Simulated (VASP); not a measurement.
Here is a VASP 6.6.1 calculation.

The input INCAR:

```
  ALGO = Normal
  EDIFF = 1E-6
  ENCUT = 520
  GGA = PS
  ISIF = 2
  ISMEAR = -1
  LASPH = T
  LCHARG = F
  LREAL = F
  LWAVE = F
  NBANDS = 14
  NELM = 80
  PREC = Accurate
  SIGMA = 0.05
```

File KPOINTS:

```
k-points
0
Gamma
  10 10 10
```

POSCAR

```
HfC
1.0
    0.0000000000      2.3403977997      2.3403977997
    2.3403977997      0.0000000000      2.3403977997
    2.3403977997      2.3403977997      0.0000000000
Hf C
1 1
Direct
    0.5000000000      0.5000000000      0.5000000000
    0.0000000000      0.0000000000      0.0000000000
```

Potentials or basis: VASP PAW PBE potentials, release 64 (Hf_pv, C).

Launch:

```console
$ cat potpaw_PBE.64/Hf_pv/POTCAR potpaw_PBE.64/C/POTCAR > POTCAR
$ mpirun -np 1 vasp_std > vasp.out
```

(1) Estimate the band gap on the k mesh.

(2) What does it give for the pressure?

## Answers

(1) zero (band 7 reaches 6.67 eV, above the bottom of band 8 at 5.25 eV).

(2) -11.3 GPa.

Caveat: the PAW data sets were made with another functional, which shifts forces and pressure a little; spin-orbit coupling is left out, which moves the levels of the heavy elements.
